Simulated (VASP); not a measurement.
BP:

```
CELL_PARAMETERS angstrom
0.00000 2.26900 2.26900
2.26900 0.00000 2.26900
2.26900 2.26900 0.00000
ATOMIC_POSITIONS crystal
B 0.00000 0.00000 0.00000
P 0.75000 0.75000 0.75000
```

| Quantity | Value |
| --- | --- |
| Program | VASP 6.6.1 |
| Task | relaxation of cell and atoms |
| Functional | LDA |
| Potentials or basis | VASP PAW LDA potentials, release 64 (B, P) |
| Cutoff | 600 eV |
| k mesh | 10 × 10 × 10 |
| Occupations | gaussian, width 0.02 eV |
| Spin | no spin polarisation |

At the start: pressure -5.3 GPa; volume 11.68 Å³/atom.

**Question.** How do energy, volume and symmetry change on relaxing?

**Answer.** Over 3 steps the energy falls by 6.3 meV/atom and the volume is 11.31 Å³/atom (-3.2 %); space group F-43m (No. 216, to 0.05 Å).

Step by step:
| step | energy change (eV) | largest force (eV/Å) | pressure (GPa) | volume (Å³) |
| --- | --- | --- | --- | --- |
| 1 | 0.0000 | 0.0000 | -5.32 | 23.36 |
| 2 | -0.0050 | 0.0000 | 4.50 | 22.08 |
| 3 | -0.0126 | 0.0000 | -0.02 | 22.63 |

Final structure:
```yaml
crystal:
  lattice:
    - [0.00000, 2.24487, 2.24487]
    - [2.24487, 0.00000, 2.24487]
    - [2.24487, 2.24487, 0.00000]
  atoms:
    - { symbol: B, position: [0.00000, 0.00000, 0.00000] }
    - { symbol: P, position: [0.75000, 0.75000, 0.75000] }
```
